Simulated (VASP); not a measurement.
# Be (P4_2/mnm) in VASP: single point with PBEsol

Aim: the single point of Be with PBEsol.

Everything below comes from runs of VASP 6.6.1. Logs are shortened: lines on timing, memory, paths and dates and some standing lists are left out, and cuts for length are marked.

## 1. The cell of the first run

Symmetry: P4_2/mnm, No. 136, tetragonal system. Conventional cell: a = 3.737 Å, b = 3.737 Å, c = 2.272 Å, α = 90.00°, β = 90.00°, γ = 90.00°. Within 2.8 Å of Be (site symmetry m2m) lie 13 Be at 2.14 to 2.69 Å.

## 2. Single point, PBEsol

The input, INCAR:

```
SYSTEM = Be
PREC     = Accurate       ! precision mode
ENCUT    = 520            ! plane-wave cutoff, eV
EDIFF    = 1E-7           ! SCF threshold, eV
ISMEAR   = 0              ! smearing method
SIGMA    = 0.1            ! smearing width, eV
LREAL    = .FALSE.        ! projectors in reciprocal space
LASPH    = .TRUE.         ! aspherical terms in the spheres
NELM     = 100            ! most SCF steps
ALGO     = Normal         ! electronic algorithm
ISIF     = 2              ! what is computed and relaxed
LWAVE    = .FALSE.        ! write WAVECAR
LCHARG   = .FALSE.        ! write CHGCAR
GGA      = PS             ! functional
NBANDS   = 12             ! bands
```

The input, KPOINTS:

```
regular mesh
0
G
  12 12 20
  0 0 0
```

The input, POSCAR:

```
Be
1.0
    3.7374934420      0.0000000000      0.0000000000
    0.0000000000      3.7374934420      0.0000000000
    0.0000000000      0.0000000000      2.2716577782
Be
4
Direct
    0.2973528515      0.2973528515      0.0000000000
    0.7026471485      0.7026471485      0.0000000000
    0.2026471485      0.7973528515      0.5000000000
    0.7973528515      0.2026471485      0.5000000000
```

Potentials or basis: VASP PAW PBE potentials, release 64 (Be).

Started as:

```sh
cat potpaw_PBE.64/Be/POTCAR > POTCAR
mpirun -np 1 vasp_std > vasp.out
```

OUTCAR:

```text
SYSTEM = Be
   PREC = Accurate
   ENCUT = 520
   EDIFF = 1E-7
   ISMEAR = 0
   LREAL = .FALSE.
   LASPH = .TRUE.
   NELM = 100
   ISIF = 2
   GGA = PS

 ion  position               nearest neighbor table
   1  0.297  0.297  0.000-   2 2.14   3 2.22   4 2.22   3 2.22   4 2.22   3 2.22   3 2.22   4 2.22
                             4 2.22
   2  0.703  0.703  0.000-   1 2.14   3 2.22   4 2.22   3 2.22   4 2.22   4 2.22   4 2.22   3 2.22
                             3 2.22
   3  0.203  0.797  0.500-   4 2.14   2 2.22   1 2.22   1 2.22   2 2.22   1 2.22   1 2.22   2 2.22
                             2 2.22
   4  0.797  0.203  0.500-   3 2.14   2 2.22   1 2.22   1 2.22   2 2.22   2 2.22   2 2.22   1 2.22
                             1 2.22

  LATTYP: Found a simple tetragonal cell.
 ALAT       =     3.7374934420
 C/A-ratio  =     0.6078024787

  Lattice vectors:

 A1 = (   3.7374934420,   0.0000000000,   0.0000000000)
 A2 = (   0.0000000000,   3.7374934420,   0.0000000000)
 A3 = (   0.0000000000,   0.0000000000,   2.2716577782)

Analysis of symmetry for initial positions (statically):
=====================================================================
 Subroutine PRICEL returns:
 Original cell was already a primitive cell.

 Routine SETGRP: Setting up the symmetry group for a
 simple tetragonal supercell.

 Subroutine GETGRP returns: Found 16 space group operations
 (whereof  8 operations were pure point group operations)
 out of a pool of 16 trial point group operations.

The static configuration has the point symmetry D_2h.
 The point group associated with its full space group is D_4h.

Analysis of symmetry for dynamics (positions and initial velocities):
=====================================================================
 Subroutine PRICEL returns:
 Original cell was already a primitive cell.

 Routine SETGRP: Setting up the symmetry group for a
 simple tetragonal supercell.

 Subroutine GETGRP returns: Found 16 space group operations
 (whereof  8 operations were pure point group operations)
 out of a pool of 16 trial point group operations.

The dynamic configuration has the point symmetry D_2h.
 The point group associated with its full space group is D_4h.

 Subroutine INISYM returns: Found 16 space group operations
 (whereof  8 operations are pure point group operations),
 and found     1 'primitive' translations

----------------------------------------------------------------------------------------

                                     Primitive cell

  volume of cell :      31.7325

  direct lattice vectors                    reciprocal lattice vectors
     3.737493442  0.000000000  0.000000000     0.267558998  0.000000000  0.000000000
     0.000000000  3.737493442  0.000000000     0.000000000  0.267558998  0.000000000
     0.000000000  0.000000000  2.271657778     0.000000000  0.000000000  0.440207152

  length of vectors
     3.737493442  3.737493442  2.271657778     0.267558998  0.267558998  0.440207152

  position of ions in fractional coordinates (direct lattice)
     0.297352852  0.297352852  0.000000000
     0.702647148  0.702647148  0.000000000
     0.202647148  0.797352852  0.500000000
     0.797352852  0.202647148  0.500000000

  ion indices of the primitive-cell ions
   primitive index   ion index
                 1           1
                 2           2
                 3           3
                 4           4

----------------------------------------------------------------------------------------

 KPOINTS: regular mesh

Automatic generation of k-mesh.
 Grid dimensions read from file:
 generate k-points for:   12   12   20

 Generating k-lattice:

  Cartesian coordinates                     Fractional coordinates (reciprocal lattice)
     0.022296583  0.000000000  0.000000000     0.083333333  0.000000000  0.000000000
     0.000000000  0.022296583  0.000000000     0.000000000  0.083333333  0.000000000
     0.000000000  0.000000000  0.022010358     0.000000000  0.000000000  0.050000000

  Length of vectors
     0.022296583  0.022296583  0.022010358

  Shift w.r.t. Gamma in fractional coordinates (k-lattice)
     0.000000000  0.000000000  0.000000000

 Subroutine IBZKPT returns following result:
 ===========================================

 Found    308 irreducible k-points:

 Following reciprocal coordinates:
            Coordinates               Weight
  0.000000  0.000000  0.000000      1.000000
  0.083333  0.000000  0.000000      4.000000
  0.166667  0.000000  0.000000      4.000000
  0.250000  0.000000  0.000000      4.000000
  0.333333  0.000000  0.000000      4.000000
  0.416667  0.000000  0.000000      4.000000
[... 16 lines left out ...]
  0.333333  0.333333  0.000000      4.000000
  0.416667  0.333333  0.000000      8.000000
 [... further k-points ...]
   k-points           NKPTS =    308   k-points in BZ     NKDIM =    308   number of bands    NBANDS=     12
   number of dos      NEDOS =    301   number of ions     NIONS =      4
   total plane-waves  NPLWV =  14112
   dimension x,y,z NGX =    28 NGY =   28 NGZ =   18
   dimension x,y,z NGXF=    56 NGYF=   56 NGZF=   36
   ions per type =               4
   NGX,Y,Z   is equivalent  to a cutoff of  12.45, 12.45, 13.17 a.u.
   NGXF,Y,Z  is equivalent  to a cutoff of  24.91, 24.91, 26.35 a.u.
 SYSTEM =  Be
   PREC   = accura    normal or accurate (medium, high low for compatibility)
   ISTART =      0    job   : 0-new  1-cont  2-samecut
   ICHARG =      2    charge: 1-file 2-atom 10-const
   ISPIN  =      1    spin polarized calculation?
   LNONCOLLINEAR =      F non collinear calculations
   LSORBIT =      F    spin-orbit coupling
   LASPH  =      T    aspherical Exc in radial PAW
   ENCUT  =  520.0 eV  38.22 Ry    6.18 a.u.   6.95  6.95  4.22*2*pi/ulx,y,z
   NELM   =    100;   NELMIN=  2; NELMDL= -5     # of ELM steps
   EDIFF  = 0.1E-06   stopping-criterion for ELM
   LREAL  =      F    real-space projection
   EDIFFG = 0.1E-05   stopping-criterion for IOM
   NSW    =      0    number of steps for IOM
   IBRION =     -1    ionic relax: 0-MD 1-quasi-New 2-CG
   NFREE  =      0    steps in history (QN), initial steepest desc. (CG)
   ISIF   =      2    stress and relaxation
   ISYM   =      2    0-nonsym 1-usesym 2-fastsym
   POTIM  = 0.5000    time-step for ionic-motion
   TEBEG  =    0.0;   TEEND  =   0.0 temperature during run
   PSTRESS=    0.0 pullay stress
   NELECT =       8.0000    total number of electrons
   NUPDOWN=      -1.0000    fix difference up-down
   EMIN   =  10.00;   EMAX   =-10.00  energy-range for DOS
   EFERMI =   0.00;   METHOD = LEGACY
   ISMEAR =     0;   SIGMA  =   0.10  broadening in eV -4-tet -1-fermi 0-gaus
   EFERMI_NEDOS =   21; number of points for ismear=-14 and -15
   IALGO  =     38    algorithm
   IMIX   =      4    mixing-type and parameters
     AMIX     =   0.40;   BMIX     =  1.00
     AMIX_MAG =   1.60;   BMIX_MAG =  1.00
  volume/ion in A,a.u.               =       7.93        53.54
  Fermi-wavevector in a.u.,A,eV,Ry     =   1.034198  1.954350 14.552314  1.069565
  Thomas-Fermi vector in A             =   2.168481
   LORBIT       =      0    0 simple, 1 ext, 2 COOP (PROOUT), +10 PAW based schemes
   GGA     = PS    functional components
   LHFCALC =     F    Hartree Fock is set to
   AEXX    =    0.0000 exact exchange contribution
   IVDW    =     0    specifies the selected vdW correction
   LEPSILON=     F    determine dielectric tensor
   LRPA    =     F    only Hartree local field effects (RPA)
 non-spin polarized calculation
 Gauss-broadening in eV      SIGMA  =   0.10
  energy-cutoff  :      520.00
  volume of cell :       31.73
 maximum number of plane-waves:       872
 NGX is ok and might be reduce to    28
   NGX = 13   NGY = 13   NGZ =  9

 number of electron       8.0000000 magnetization

 Free energy of the ion-electron system (eV)
  ---------------------------------------------------
  ext. energy  EPLUGINS =         0.00000000
  ---------------------------------------------------
  free energy    TOTEN  =       -15.78581553 eV

  energy without entropy =      -15.78393995  energy(sigma->0) =      -15.78487774

 E-fermi :   6.7985     XC(G=0): -10.5952

 val. band max:        6.7785846455   @ k =   0.1667   0.0000   0.4500
 cond. band min:       6.8180082583   @ k =   0.1667   0.1667   0.2500
 fundamental gap:      0.0394236128
 Fermi energy:         6.7985472555

 k-point     1 :       0.0000    0.0000    0.0000
  band No.  band energies     occupation
      1      -4.3366      2.00000
      2       1.8433      2.00000
      3       2.4068      2.00000
      4       5.8518      2.00000
      5       5.8518      2.00000
      6      11.7132      0.00000
      7      11.7132      0.00000
      8      14.2691      0.00000
      9      16.1876      0.00000
     10      17.4755      0.00000
     11      23.1081      0.00000
     12      23.1081      0.00000

 k-point     2 :       0.0833    0.0000    0.0000
  band No.  band energies     occupation
      1      -4.2818      2.00000
      2       1.6324      2.00000
      3       2.2929      2.00000
      4       5.8336      2.00000
      5       6.2909      2.00000
      6      11.1038      0.00000
      7      11.6413      0.00000
      8      15.0260      0.00000
      9      16.2549      0.00000
     10      17.7558      0.00000
     11      22.8133      0.00000
     12      23.1649      0.00000
[... 301 lines left out ...]
 k-point    23 :       0.3333    0.3333    0.0000
  band No.  band energies     occupation
      1      -2.5747      2.00000
      2       0.0054      2.00000
      3       0.0827      2.00000
      4       2.6922      2.00000
      5      11.6454      0.00000
      6      12.6605      0.00000
      7      13.7119      0.00000
      8      17.9110      0.00000
      9      18.3041      0.00000
     10      19.5622      0.00000
     11      20.9718      0.00000
     12      21.5754      0.00000

 k-point    24 :       0.4167    0.3333    0.0000
  band No.  band energies     occupation
      1      -2.0777      2.00000
      2      -0.7632      2.00000
      3       0.5526      2.00000
      4       1.8851      2.00000
      5      12.4437      0.00000
      6      13.1896      0.00000
      7      14.6655      0.00000
      8      17.8877      0.00000
      9      18.8808      0.00000
     10      19.0363      0.00000
     11      20.3327      0.00000
     12      21.6282      0.00000

 [... further k-points ...]

------------------------ aborting loop because EDIFF is reached ----------------------------------------

  FORCE on cell =-STRESS in cart. coord.  units (eV):
  Direction    XX          YY          ZZ          XY          YZ          ZX
  --------------------------------------------------------------------------------------
  -------------------------------------------------------------------------------------
  Total        0.0809314      0.0809314      0.0692663      0.0000000      0.0000000      0.0000000
  in kB        4.0862416      4.0862416      3.4972661      0.0000000      0.0000000      0.0000000
  external PRESSURE =       3.8899164 kB  Pullay stress =       0.0000000 kB

 VOLUME and BASIS-vectors are now :
 -----------------------------------------------------------------------------
  energy-cutoff  :      520.00
  volume of cell :       31.73
      direct lattice vectors                 reciprocal lattice vectors
     3.737493442  0.000000000  0.000000000     0.267558998  0.000000000  0.000000000
     0.000000000  3.737493442  0.000000000     0.000000000  0.267558998  0.000000000
     0.000000000  0.000000000  2.271657778     0.000000000  0.000000000  0.440207152

 POSITION                                       TOTAL-FORCE (eV/Angst)
 -----------------------------------------------------------------------------------
      1.11135      1.11135      0.00000        -0.003644     -0.003644      0.000000
      2.62614      2.62614      0.00000         0.003644      0.003644     -0.000000
      0.75739      2.98010      1.13583         0.003644     -0.003644      0.000000
      2.98010      0.75739      1.13583        -0.003644      0.003644      0.000000
 -----------------------------------------------------------------------------------
    total drift:                                0.000000      0.000000     -0.000000

  FREE ENERGIE OF THE ION-ELECTRON SYSTEM (eV)
  ---------------------------------------------------
  free  energy   TOTEN  =       -15.7858155275 eV

  energy  without entropy=      -15.7839399458  energy(sigma->0) =      -15.78487774
```

Run time: 27 s. Hardware: 1 thread of Intel Xeon 6975P-C (Granite Rapids), shared host; peak memory 0.2 GiB.

Results:

```yaml
Free_energy: -15.7858 eV
Pressure: 0.4 GPa
Largest_force: 0.005 eV/Å
Band_gap_on_the_k_mesh: zero (bands 4 and 5 overlap by 2.01 eV)
```

Forces in eV/Å, atoms in the order of the input:
```
Be  -0.004 -0.004  0.000
Be   0.004  0.004  0.000
Be   0.004 -0.004  0.000
Be  -0.004  0.004  0.000
```

Caveat: the PAW data sets were made with another functional, which shifts forces and pressure a little.

The gap in the log of VASP goes by the Fermi energy; the results here count the filled bands.